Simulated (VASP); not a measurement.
## Sb: single point with r2SCAN

The system is Sb.

```xyz
1
Lattice="3.1600 0.0000 0.0000 0.0000 3.1600 0.0000 0.0000 0.0000 3.1600" Properties=species:S:1:pos:R:3 pbc="T T T"
Sb    0.0000    0.0000    0.0000
```

* Program: VASP 6.6.1
* Task: single point
* Functional: r2SCAN
* Potentials or basis: VASP PAW PBE potentials, release 64 (Sb)
* Cutoff: 520 eV
* k mesh: 8 × 8 × 8
* Occupations: fermi-dirac, width 0.05 eV
* Spin: no spin polarisation
* Dipole correction: no
* Further INCAR settings: ALGO = Normal; EDIFF = 1e-07; NBANDS = 8

```json
{
  "Pressure": "-3.3 GPa"
}
```

Levels at points of the mesh, in eV from the Fermi level:
```
           k point  band 1  band 2  band 3  band 4  band 5  band 6  band 7
(0.00, 0.00, 0.00)  -12.49    3.34    3.34    3.34    7.25    7.25    8.82
(0.50, 0.00, 0.00)  -10.13   -5.43    5.28    5.28    9.24   11.22   11.87
(0.50, 0.50, 0.00)   -7.60   -3.48   -3.48    2.74    7.26   13.10   13.73
(0.50, 0.50, 0.50)   -4.75   -1.64   -1.64   -1.64    5.32    5.32    5.32
```

Wall time 18 s on 1 thread of Intel(R) Xeon(R) Platinum 8488C (Sapphire Rapids), on a shared host, peak memory 0.14 GiB.

Caveat: the PAW data sets were made with another functional, which shifts forces and pressure a little; spin-orbit coupling is left out, which moves the levels of the heavy elements.
